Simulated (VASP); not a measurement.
# SrGe2H2 (P-3m1) in VASP: single point with r2SCAN

Aim: the single point of SrGe2H2 with r2SCAN.

Everything below comes from runs of VASP 6.6.1. Logs are shortened: lines on timing, memory, paths and dates and some standing lists are left out, and cuts for length are marked.

## Step 1: The cell of the first run

The structure is trigonal, space group P-3m1 (No. 164). Conventional cell: a = 4.706 Å, b = 4.706 Å, c = 4.389 Å, α = 90.00°, β = 90.00°, γ = 120.00°. Ge (site symmetry 3m) has 1 H at 1.63 Å within 2.2 Å. H (site symmetry 3m) has 1 Ge at 1.63 Å within 2.2 Å. Sr (site symmetry -3m) has 6 H at 2.79 Å and 12 Ge at 3.46 to 3.53 Å within 3.7 Å.

## Step 2: Single point, r2SCAN

File POSCAR:

```
SrGe2H2
1.0
    2.3531347616      4.0757489641      0.0000000000
   -2.3531347616      4.0757489641      0.0000000000
    0.0000000000      0.0000000000      4.3892949225
Ge H Sr
2 2 1
Direct
    0.3333333333      0.3333333333      0.5122616633
    0.6666666667      0.6666666667      0.4877383367
    0.3333333333      0.3333333333      0.1403710248
    0.6666666667      0.6666666667      0.8596289752
    0.0000000000      0.0000000000      0.0000000000
```

File INCAR.step1:

```
SYSTEM = SrGe2H2
PREC = Accurate
ENCUT = 520
ISMEAR = -1
SIGMA = 0.1
LREAL = .False.
LASPH = .True.
NELM = 100
NBANDS = 28
GGA = PE
ALGO = Normal
EDIFF = 1E-4
LWAVE = .True.
LCHARG = .False.
```

File INCAR.step2:

```
SYSTEM = SrGe2H2
PREC = Accurate
ENCUT = 520
EDIFF = 1E-7
ISMEAR = -1
SIGMA = 0.1
LREAL = .False.
LASPH = .True.
NELM = 100
ALGO = Normal
ISIF = 2
LWAVE = .False.
LCHARG = .False.
METAGGA = R2SCAN
LMIXTAU = .True.
NBANDS = 28
ISTART = 1
```

File KPOINTS:

```
regular mesh
0
Gamma
  7 7 6
  0 0 0
```

Potentials or basis: VASP PAW PBE potentials, release 64 (Ge_d, H, Sr_sv).

Started as:

```bash
cat potpaw_PBE.64/Ge_d/POTCAR potpaw_PBE.64/H/POTCAR potpaw_PBE.64/Sr_sv/POTCAR > POTCAR
cp INCAR.step1 INCAR
mpirun -np 1 vasp_std > vasp.out
cp INCAR.step2 INCAR
mpirun -np 1 vasp_std > vasp.out
```

OUTCAR:

```text
SYSTEM = SrGe2H2
   PREC = Accurate
   ENCUT = 520
   EDIFF = 1E-7
   ISMEAR = -1
   LREAL = .False.
   LASPH = .True.
   NELM = 100
   ISIF = 2
   METAGGA = R2SCAN
   ISTART = 1

 ion  position               nearest neighbor table
   1  0.333  0.333  0.512-   3 1.63   2 2.72   2 2.72   2 2.72   5 3.46   5 3.46   5 3.46   5 3.53
                             5 3.53   5 3.53
   2  0.667  0.667  0.488-   4 1.63   1 2.72   1 2.72   1 2.72   5 3.46   5 3.46   5 3.46   5 3.53
                             5 3.53   5 3.53
   3  0.333  0.333  0.140-   1 1.63   5 2.79   5 2.79   5 2.79
   4  0.667  0.667  0.860-   2 1.63   5 2.79   5 2.79   5 2.79
   5  0.000  0.000  0.000-   3 2.79   4 2.79   4 2.79   4 2.79   3 2.79   3 2.79   1 3.46   2 3.46
                             1 3.46   2 3.46   1 3.46   2 3.46   1 3.53   2 3.53   2 3.53   1 3.53

  LATTYP: Found a hexagonal cell.
 ALAT       =     4.7062695232
 C/A-ratio  =     0.9326484386

  Lattice vectors:

 A1 = (   2.3531347616,  -4.0757489641,   0.0000000000)
 A2 = (   2.3531347616,   4.0757489641,   0.0000000000)
 A3 = (   0.0000000000,   0.0000000000,   4.3892949225)

Analysis of symmetry for initial positions (statically):
=====================================================================
 Subroutine PRICEL returns:
 Original cell was already a primitive cell.

 Routine SETGRP: Setting up the symmetry group for a
 hexagonal supercell.

 Subroutine GETGRP returns: Found 12 space group operations
 (whereof 12 operations were pure point group operations)
 out of a pool of 24 trial point group operations.

The static configuration has the point symmetry D_3d.

Analysis of symmetry for dynamics (positions and initial velocities):
=====================================================================
 Subroutine PRICEL returns:
 Original cell was already a primitive cell.

 Routine SETGRP: Setting up the symmetry group for a
 hexagonal supercell.

 Subroutine GETGRP returns: Found 12 space group operations
 (whereof 12 operations were pure point group operations)
 out of a pool of 24 trial point group operations.

The dynamic configuration has the point symmetry D_3d.

 Subroutine INISYM returns: Found 12 space group operations
 (whereof 12 operations are pure point group operations),
 and found     1 'primitive' translations

----------------------------------------------------------------------------------------

                                     Primitive cell

[... 96 lines left out ...]
   EDIFF  = 0.1E-06   stopping-criterion for ELM
   LREAL  =      F    real-space projection
   EDIFFG = 0.1E-05   stopping-criterion for IOM
   NSW    =      0    number of steps for IOM
   IBRION =     -1    ionic relax: 0-MD 1-quasi-New 2-CG
   NFREE  =      0    steps in history (QN), initial steepest desc. (CG)
   ISIF   =      2    stress and relaxation
   ISYM   =      2    0-nonsym 1-usesym 2-fastsym
   POTIM  = 0.5000    time-step for ionic-motion
   TEBEG  =    0.0;   TEEND  =   0.0 temperature during run
   PSTRESS=    0.0 pullay stress
   NELECT =      40.0000    total number of electrons
   NUPDOWN=      -1.0000    fix difference up-down
   EMIN   =  10.00;   EMAX   =-10.00  energy-range for DOS
   EFERMI =   0.00;   METHOD = LEGACY
   ISMEAR =    -1;   SIGMA  =   0.10  broadening in eV -4-tet -1-fermi 0-gaus
   EFERMI_NEDOS =   21; number of points for ismear=-14 and -15
   IALGO  =     38    algorithm
   IMIX   =      4    mixing-type and parameters
     AMIX     =   0.40;   BMIX     =  1.00
     AMIX_MAG =   1.60;   BMIX_MAG =  1.00
  volume/ion in A,a.u.               =      16.84       113.63
  Fermi-wavevector in a.u.,A,eV,Ry     =   1.277424  2.413982 22.202161  1.631813
  Thomas-Fermi vector in A             =   2.410025
   LORBIT       =      0    0 simple, 1 ext, 2 COOP (PROOUT), +10 PAW based schemes
   METAGGA = R2SCAN    functional components
   LHFCALC =     F    Hartree Fock is set to
   AEXX    =    0.0000 exact exchange contribution
   IVDW    =     0    specifies the selected vdW correction
   LEPSILON=     F    determine dielectric tensor
   LRPA    =     F    only Hartree local field effects (RPA)
 non-spin polarized calculation
  energy-cutoff  :      520.00
  volume of cell :       84.19
 maximum number of plane-waves:      2296
   NGX = 17   NGY = 17   NGZ = 17

 number of electron      40.0000007 magnetization

 Free energy of the ion-electron system (eV)
  ---------------------------------------------------
  ext. energy  EPLUGINS =         0.00000000
  ---------------------------------------------------
  free energy    TOTEN  =       -51.12407547 eV

  energy without entropy =      -51.08910035  energy(sigma->0) =      -51.10658791

 E-fermi :   4.9919     XC(G=0): -10.4060

 val. band max:        4.9713496044   @ k =  -0.4286   0.2857   0.0000
 cond. band min:       5.0227637162   @ k =   0.2857   0.1429   0.0000
 fundamental gap:      0.0514141118
 Fermi energy:         4.9919217458

 k-point     1 :       0.0000    0.0000    0.0000
  band No.  band energies     occupation
      1     -33.2574      2.00000
      2     -20.8362      2.00000
      3     -20.7887      2.00000
      4     -20.7887      2.00000
      5     -20.7726      2.00000
      6     -20.7726      2.00000
[... 733 lines left out ...]
     27       9.9220      0.00000
     28      10.2976      0.00000

 [... further k-points ...]

------------------------ aborting loop because EDIFF is reached ----------------------------------------

  FORCE on cell =-STRESS in cart. coord.  units (eV):
  Direction    XX          YY          ZZ          XY          YZ          ZX
  --------------------------------------------------------------------------------------
  -------------------------------------------------------------------------------------
  Total        0.0007148      0.0007148      0.0686669     -0.0000000      0.0000000      0.0000000
  in kB        0.0136017      0.0136017      1.3067094     -0.0000000      0.0000000      0.0000000
  external PRESSURE =       0.4446376 kB  Pullay stress =       0.0000000 kB

 VOLUME and BASIS-vectors are now :
 -----------------------------------------------------------------------------
  energy-cutoff  :      520.00
  volume of cell :       84.19
      direct lattice vectors                 reciprocal lattice vectors
     2.353134762  4.075748964  0.000000000     0.212482518  0.122676839  0.000000000
    -2.353134762  4.075748964  0.000000000    -0.212482518  0.122676839  0.000000000
     0.000000000  0.000000000  4.389294923     0.000000000  0.000000000  0.227827024

 POSITION                                       TOTAL-FORCE (eV/Angst)
 -----------------------------------------------------------------------------------
      0.00000      2.71717      2.24847        -0.000000     -0.000000      0.022686
      0.00000      5.43433      2.14083         0.000000      0.000000     -0.022686
      0.00000      2.71717      0.61613        -0.000000      0.000000     -0.024094
      0.00000      5.43433      3.77317        -0.000000      0.000000      0.024094
      0.00000      0.00000      0.00000        -0.000000      0.000000      0.000000
 -----------------------------------------------------------------------------------
    total drift:                                0.000000      0.000000      0.000000

  FREE ENERGIE OF THE ION-ELECTRON SYSTEM (eV)
  ---------------------------------------------------
  free  energy   TOTEN  =       -51.1240754672 eV

  energy  without entropy=      -51.0891003505  energy(sigma->0) =      -51.10658791
```

OSZICAR.step1:

```text
N       E                     dE             d eps       ncg     rms          rms(c)
DAV:   1     0.351743865749E+03    0.35174E+03   -0.20001E+04  2644   0.311E+03
DAV:   2     0.343971102281E+02   -0.31735E+03   -0.30633E+03  2240   0.722E+02
DAV:   3    -0.164872194133E+02   -0.50884E+02   -0.50336E+02  2588   0.169E+02
DAV:   4    -0.190050890558E+02   -0.25179E+01   -0.25085E+01  3340   0.394E+01
DAV:   5    -0.190801641529E+02   -0.75075E-01   -0.75021E-01  3356   0.627E+00    0.125E+01
DAV:   6    -0.187178617198E+02    0.36230E+00   -0.30003E-01  3332   0.308E+00    0.738E+00
DAV:   7    -0.186043988930E+02    0.11346E+00   -0.62894E-01  3192   0.403E+00    0.123E+00
DAV:   8    -0.186048024990E+02   -0.40361E-03   -0.79544E-02  2736   0.141E+00    0.907E-01
DAV:   9    -0.186048449846E+02   -0.42486E-04   -0.51934E-03  3188   0.403E-01    0.411E-01
DAV:  10    -0.186041091655E+02    0.73582E-03   -0.34076E-03  2488   0.257E-01    0.228E-01
DAV:  11    -0.186041666144E+02   -0.57449E-04   -0.87963E-04  2240   0.171E-01
   1 F= -.18604167E+02 E0= -.18586614E+02  d E =-.351048E-01
```

Run time: 4.9 min. Hardware: 1 thread of AMD EPYC 7R13 (Zen 3), shared host; peak memory 0.25 GiB.

What came out:

```
Free energy            : -51.1241 eV
Pressure               : 0.0 GPa
Largest force          : 0.024 eV/Å
Band gap on the k mesh : zero (bands 20 and 21 overlap by 0.53 eV)
```

Forces on the atoms (eV/Å):
```
Ge   0.000  0.000  0.023
Ge   0.000  0.000 -0.023
H    0.000  0.000 -0.024
H    0.000  0.000  0.024
Sr   0.000  0.000  0.000
```

Caveat: the PAW data sets were made with another functional, which shifts forces and pressure a little.
